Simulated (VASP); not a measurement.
## CoSi2 (AlB2 type): single point with PBE

Crystal: CoSi2 (AlB2 type).

```
Co Si
1.0
     3.53078    0.00000    0.00000
    -1.76539    3.05775    0.00000
     0.00000    0.00000    2.16106
Co Si
1 2
Direct
  0.00000 0.00000 0.00000
  0.33333 0.66667 0.50000
  0.66667 0.33333 0.50000
```

```yaml
Program: VASP 6.6.1
Task: single point
Functional: PBE
Potentials_or_basis: VASP PAW PBE potentials, release 64 (Co_sv, Si)
Cutoff: 690 eV
k_mesh: 10 × 10 × 8
Occupations: fermi-dirac, width 0.08 eV
Spin: no spin polarisation
```

| Property | Result |
| --- | --- |
| Pressure | 200.5 GPa |
| Band gap on the k mesh | zero (an odd number of electrons rules out a gap without spin polarisation) |

Stress tensor (GPa, compression positive):
```
200.43   0.00   0.00
  0.00 200.43   0.00
  0.00   0.00 200.75
```

Levels at points of the mesh, in eV from the Fermi level:
```csv
k point,band 11,band 12,band 13,band 14,band 15,band 16
"(0.00, 0.00, 0.00)",-3.55,-1.78,-1.78,0.34,0.34,5.32
"(0.50, 0.00, 0.00)",-1.98,-1.84,0.24,5.06,5.38,6.80
"(0.00, 0.00, 0.50)",-1.42,-1.42,-0.23,0.43,5.27,5.27
"(0.50, 0.00, 0.50)",-3.20,-0.55,-0.49,0.65,1.08,1.26
```

It took 30 s on 1 thread of Intel(R) Xeon(R) Platinum 8488C (Sapphire Rapids) (shared host), peak memory 0.18 GiB.

Caveat: the k points lie up to 0.36 Å⁻¹ apart, too coarse for converged energies and pressures of a metal; an odd number of electrons without spin polarisation forces a metal; a magnetic or distorted state may lie lower. Spin polarisation is off, so any magnetic state and its effect on volume and gap are missing.
